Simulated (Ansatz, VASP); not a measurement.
**One calculation of KCl, two programs**

The input INCAR:

```
  PREC = Accurate
  ENCUT = 520
  EDIFF = 1E-6
  ISMEAR = -1
  SIGMA = 0.03
  LREAL = False
  LASPH = True
  NELM = 60
  ALGO = Normal
  ISIF = 2
  LWAVE = False
  LCHARG = False
  GGA = PS
  NBANDS = 15
```

The input KPOINTS:

```
regular mesh
0
Gamma
  7 7 7
```

Contents of POSCAR:

```
KCl
1.0
    0.0000000000      3.1134447711      3.1134447711
    3.1134447711      0.0000000000      3.1134447711
    3.1134447711      3.1134447711      0.0000000000
K Cl
1 1
Direct
    0.0000000000      0.0000000000      0.0000000000
    0.5000000000      0.5000000000      0.5000000000
```

Input for Ansatz:

```yaml
crystal:
  lattice:
    - [0.0, 3.1134447711, 3.1134447711]
    - [3.1134447711, 0.0, 3.1134447711]
    - [3.1134447711, 3.1134447711, 0.0]
  atoms:
    - { symbol: K, position: [0.0, 0.0, 0.0] }
    - { symbol: Cl, position: [0.5, 0.5, 0.5] }
kpoints:
  mp_grid: { grid: [7, 7, 7] }
  band_path:
    path:
      - [0.0, 0.0, 0.0]
      - [0.5, 0.0, 0.5]
      - [0.625, 0.25, 0.625]
      - [0.375, 0.375, 0.75]
      - [0.0, 0.0, 0.0]
      - [0.5, 0.5, 0.5]
      - [0.5, 0.25, 0.75]
      - [0.5, 0.0, 0.5]
    npoints: 5
scf:
  occupations: { method: fermi_dirac, width: 0.03 }
hamiltonian:
  xc: pbesol
  pseudopotentials: { kind: all_electron, lapw: { basis_error: 0.0005 } }
output:
  forces: true
  stress: true
  eigenvalues: true
```

Change from the starting cell: volume scaled by 0.96.

Alike in both runs: task single point; functional PBEsol; k mesh 7 × 7 × 7; occupations fermi-dirac, width 0.03 eV; no spin polarisation.

|  | VASP | Ansatz |
| --- | --- | --- |
| version | VASP 6.6.1 | Ansatz 0.2.0 |
| potentials or method | VASP PAW PBE potentials, release 64 (K_sv, Cl), cutoff 520 eV | all-electron LAPW, scalar-relativistic |

|  | VASP | Ansatz | Ansatz less VASP |
| --- | --- | --- | --- |
| gap on the k mesh at the Fermi level (eV) | 5.12 | 5.13 | +0.004 |
| pressure (GPa) | 0.2 | 0.2 | -0.05 |

VASP's potentials were made for PBE, not for PBEsol. Ansatz ran all-electron here, and VASP with PAW potentials.
